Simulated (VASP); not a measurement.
Set up this calculation in VASP 6.6.1, as the native input.

- Task: single point
- Functional: LDA
- Potentials or basis: VASP PAW LDA potentials, release 64 (Ti_sv)
- Cutoff: 520 eV
- k mesh: 10 × 10 × 10
- Occupations: gaussian, width 0.2 eV
- Spin: no spin polarisation
- Dipole correction: no
- Further INCAR settings: ALGO = Normal; EDIFF = 1e-06; NBANDS = 12

The structure of Ti lies in POSCAR:

```
Ti
1.0
    0.0000000000      2.0827507031      2.0827507031
    2.0827507031      0.0000000000      2.0827507031
    2.0827507031      2.0827507031      0.0000000000
Ti
1
Direct
    0.0000000000      0.0000000000      0.0000000000
```

One way to write it, as run:

INCAR

```
  PREC = Accurate
  ENCUT = 520
  EDIFF = 1E-6
  ISMEAR = 0
  SIGMA = 0.2
  LREAL = False
  LASPH = True
  NELM = 60
  ALGO = Normal
  ISIF = 2
  LWAVE = False
  LCHARG = True
  GGA = CA
  LELF = True
  LVHAR = True
  NBANDS = 12
```

KPOINTS

```
regular mesh
0
Gamma
  10 10 10
```

Potentials or basis: VASP PAW LDA potentials, release 64 (Ti_sv).

Command:

```bash
$ cat potpaw_LDA.64/Ti_sv/POTCAR > POTCAR
$ mpirun -np 1 vasp_std > vasp.out
```

Results of the run:

| Item | Value |
| --- | --- |
| Pressure | -11.8 GPa |
| Band gap on the k mesh | zero (band 6 reaches 8.39 eV, above the bottom of band 7 at 7.32 eV) |

It took 17 s on 1 thread of AMD EPYC 7R43 64-Core Processor (Zen 3), on a shared host, peak memory 0.09 GiB.
